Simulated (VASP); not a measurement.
Here is a VASP 6.6.1 calculation.

INCAR

```
SYSTEM = ScAs3
ALGO = Normal ; EDIFF = 1E-6
ENCUT = 500 ; GGA = PE
GGA_COMPAT = .False. ; ISIF = 2
ISMEAR = 1 ; LASPH = .True.
LCHARG = .True. ; LELF = .True.
LREAL = .False. ; LVHAR = .True.
LWAVE = .False. ; NBANDS = 21
NELM = 120 ; PREC = Accurate
SIGMA = 0.001
```

KPOINTS

```
k-points
0
Gamma
  4 4 4
  0 0 0
```

The input POSCAR:

```
ScAs3
1.0
    4.2450776286      0.0000000000      0.0000000000
    0.0000000000      4.2450776286      0.0000000000
    0.0000000000      0.0000000000      4.2450776286
Sc As
1 3
Direct
    0.0000000000      0.0000000000      0.0000000000
    0.0000000000      0.5000000000      0.5000000000
    0.5000000000      0.0000000000      0.5000000000
    0.5000000000      0.5000000000      0.0000000000
```

Potentials or basis: VASP PAW PBE potentials, release 64 (Sc_sv, As).

Command:

```console
$ cat potpaw_PBE.64/Sc_sv/POTCAR potpaw_PBE.64/As/POTCAR > POTCAR
$ mpirun -np 1 vasp_std > vasp.out
```

What does it give for the pressure?

0.2 GPa.

What does it give for the band gap on the k mesh?

Zero (bands 13 and 14 overlap by 2.93 eV).

Caveat: the k points lie up to 0.37 Å⁻¹ apart, too coarse for converged energies and pressures of a metal.
